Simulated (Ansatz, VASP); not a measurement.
**One calculation of BP, two programs**

The input INCAR:

```
  PREC = Accurate
  ENCUT = 520
  EDIFF = 1E-6
  ISMEAR = 0
  SIGMA = 0.05
  LREAL = F
  LASPH = T
  NELM = 60
  ALGO = Normal
  ISIF = 2
  LWAVE = F
  LCHARG = F
  GGA = CA
  NBANDS = 11
```

File KPOINTS:

```
regular mesh
0
Gamma
  10 10 10
```

File POSCAR:

```
BP
1.0
    0.0000000000      2.2690000000      2.2690000000
    2.2690000000      0.0000000000      2.2690000000
    2.2690000000      2.2690000000      0.0000000000
P B
1 1
Direct
    0.7500000000      0.7500000000      0.7500000000
    0.0000000000      0.0000000000      0.0000000000
```

File input.yaml:

```yaml
crystal:
  lattice:
    - [0.0, 2.269, 2.269]
    - [2.269, 0.0, 2.269]
    - [2.269, 2.269, 0.0]
  atoms:
    - { symbol: P, position: [0.75, 0.75, 0.75] }
    - { symbol: B, position: [0.0, 0.0, 0.0] }
kpoints:
  mp_grid: { grid: [10, 10, 10] }
scf:
  occupations: { method: gaussian, width: 0.05 }
hamiltonian:
  xc: lda
  pseudopotentials: { kind: all_electron, lapw: { basis_error: 0.001 } }
output:
  forces: true
  stress: true
  eigenvalues: true
```

Alike in both runs: task single point; functional LDA; k mesh 10 × 10 × 10; occupations gaussian, width 0.05 eV; no spin polarisation.

|  | VASP | Ansatz |
| --- | --- | --- |
| version | VASP 6.6.1 | Ansatz 0.2.0 |
| potentials or method | VASP PAW LDA potentials, release 64 (P, B), cutoff 520 eV | all-electron LAPW, scalar-relativistic |

Ansatz gave:

```
gap on the k mesh at the Fermi level (eV) : 1.19
least direct gap on the mesh (eV)         : 3.38
pressure (GPa)                            : -5.2
```

Estimate VASP's values.

gap on the k mesh at the Fermi level (eV): 1.19; least direct gap on the mesh (eV): 3.38; pressure (GPa): -5.3.

LDA's correlation is that of Perdew and Zunger in VASP and of Perdew and Wang (1992) in Ansatz. Ansatz ran all-electron here, and VASP with PAW potentials.
